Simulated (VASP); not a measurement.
Input of a VASP 6.6.1 run:

File INCAR:

```
ALGO = Normal
EDIFF = 1E-6
ENCUT = 520
GGA = PS
ISIF = 2
ISMEAR = 0
LASPH = True
LCHARG = True
LELF = True
LREAL = False
LVHAR = True
LWAVE = False
NBANDS = 16
NELM = 80
PREC = Accurate
SIGMA = 0.15
```

KPOINTS

```
k-points
0
Gamma
  18 18 12
```

POSCAR

```
ZrB2
1.0
    3.3030010684      0.0000000000      0.0000000000
   -1.6515005342      2.8604828339      0.0000000000
    0.0000000000      0.0000000000      3.4552694176
Zr B
1 2
Direct
    0.0000000000      0.0000000000      0.0000000000
    0.3333333333      0.6666666667      0.5000000000
    0.6666666667      0.3333333333      0.5000000000
```

Potentials or basis: VASP PAW PBE potentials, release 64 (Zr_sv, B).

The run is started by

```bash
$ cat potpaw_PBE.64/Zr_sv/POTCAR potpaw_PBE.64/B/POTCAR > POTCAR
$ mpirun -np 1 vasp_std > vasp.out
```

Question: Predict the band gap on the k mesh.

Answer: Zero (bands 9 and 10 overlap by 0.89 eV).

Question: What does it give for the pressure?

Answer: -16.9 GPa.

Stress tensor (GPa, compression positive):
```
-23.32   0.00   0.00
  0.00 -23.32   0.00
  0.00   0.00  -4.04
```

Caveat: the stress differs along the axes, from -23 to -4 GPa; the PAW data sets were made with another functional, which shifts forces and pressure a little.
